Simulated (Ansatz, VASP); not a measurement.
Two plane-wave programs on Hf2Pd2Se2Br2O3

File INCAR:

```
SYSTEM = Hf2Pd2Se2Br2O3
  PREC = Accurate
  ENCUT = 520
  EDIFF = 1E-6
  ISMEAR = -1
  SIGMA = 0.05
  LREAL = .FALSE.
  LASPH = .TRUE.
  NELM = 60
  ALGO = Normal
  ISIF = 2
  LWAVE = .FALSE.
  LCHARG = .TRUE.
  GGA = RE
  LELF = .TRUE.
  LVHAR = .TRUE.
  NBANDS = 53
```

The input KPOINTS:

```
Automatic mesh
0
G
  5 5 4
  0 0 0
```

File POSCAR:

```
Hf2Pd2Se2Br2O3
1.0
    5.7607000000      0.0000000000      0.0000000000
   -0.5224700000      5.8472000000      0.0000000000
   -1.4884500000     -0.8866300000      6.6503700000
Hf Pd Se Br O
2 2 2 2 3
Direct
    0.7454000000      0.3960200000      0.3498900000
    0.2876300000      0.4532200000      0.5940100000
    0.9085400000      0.1329400000      0.8484900000
    0.2524900000      0.9032300000      0.3587400000
    0.6346900000      0.4035500000      0.9371600000
    0.6259700000      0.7817400000      0.5302300000
    0.8527300000      0.9908900000      0.1535500000
    0.2252600000      0.8208400000      0.8622300000
    0.9604000000      0.2892500000      0.5902600000
    0.4323300000      0.2452400000      0.4086400000
    0.0745700000      0.5830800000      0.3668200000
```

Contents of input.yaml:

```yaml
crystal:
  lattice:
    - [5.7607, 0.0, 0.0]
    - [-0.52247, 5.8472, 0.0]
    - [-1.48845, -0.88663, 6.65037]
  atoms:
    - { symbol: Hf, position: [0.7454, 0.39602, 0.34989] }
    - { symbol: Hf, position: [0.28763, 0.45322, 0.59401] }
    - { symbol: Pd, position: [0.90854, 0.13294, 0.84849] }
    - { symbol: Pd, position: [0.25249, 0.90323, 0.35874] }
    - { symbol: Se, position: [0.63469, 0.40355, 0.93716] }
    - { symbol: Se, position: [0.62597, 0.78174, 0.53023] }
    - { symbol: Br, position: [0.85273, 0.99089, 0.15355] }
    - { symbol: Br, position: [0.22526, 0.82084, 0.86223] }
    - { symbol: O, position: [0.9604, 0.28925, 0.59026] }
    - { symbol: O, position: [0.43233, 0.24524, 0.40864] }
    - { symbol: O, position: [0.07457, 0.58308, 0.36682] }
hamiltonian:
  xc: revpbe
  pseudopotentials: { kind: paw }
kpoints:
  mp_grid: { grid: [5, 5, 4] }
  band_path:
    path:
      - [[0.5, 0.0, 0.0], [0.0, 0.0, 0.0], [0.0, -0.5, 0.0]]
      - [[0.5, -0.5, 0.0], [0.0, 0.0, 0.0], [0.0, 0.5, -0.5]]
      - [[0.5, 0.5, -0.5], [0.0, 0.0, 0.0], [0.0, 0.0, -0.5]]
      - [[0.5, 0.0, -0.5], [0.0, 0.0, 0.0]]
    npoints: 10
scf:
  occupations: { method: fermi_dirac, width: 0.05 }
  n_extra_bands: 27
output:
  forces: true
  stress: true
  eigenvalues: true
  fatbands: false
```

Alike in both runs: functional revPBE; k mesh 5 × 5 × 4; occupations fermi-dirac, width 0.05 eV; no spin polarisation.

|  | VASP | Ansatz |
| --- | --- | --- |
| version | VASP 6.6.1 | Ansatz 0.2.0 |
| potentials or method | VASP PAW PBE potentials, release 64 (Hf_pv, Pd, Se, Br, O) | Ansatz PAW |
| plane-wave cutoff (eV) | 520 | 420 |
| valence electrons in the cell | 84 | 152 |
| task | single point | band structure |

|  | VASP | Ansatz | Ansatz less VASP |
| --- | --- | --- | --- |
| gap on the k mesh at the Fermi level (eV) | 0.23 | 0.24 | +0.016 |
| least direct gap on the mesh (eV) | 0.48 | 0.49 | +0.010 |
| pressure (GPa) | 1.4 | 2.0 | +0.61 |
| traceless stress, the component that is largest in VASP (GPa) | 0.15 | 0.06 | -0.092 |
| rms of the force components (eV/Å) | 0.052 | 0.033 | -0.0192 |

VASP's potentials were made for PBE, not for revPBE. Atom by atom the forces differ by 0.064 eV/Å (rms over components). VASP's potentials hold 84 valence electrons a cell and Ansatz's 152, so a difference there can come from the potentials and not from the codes.

Neither program's run includes spin-orbit coupling.
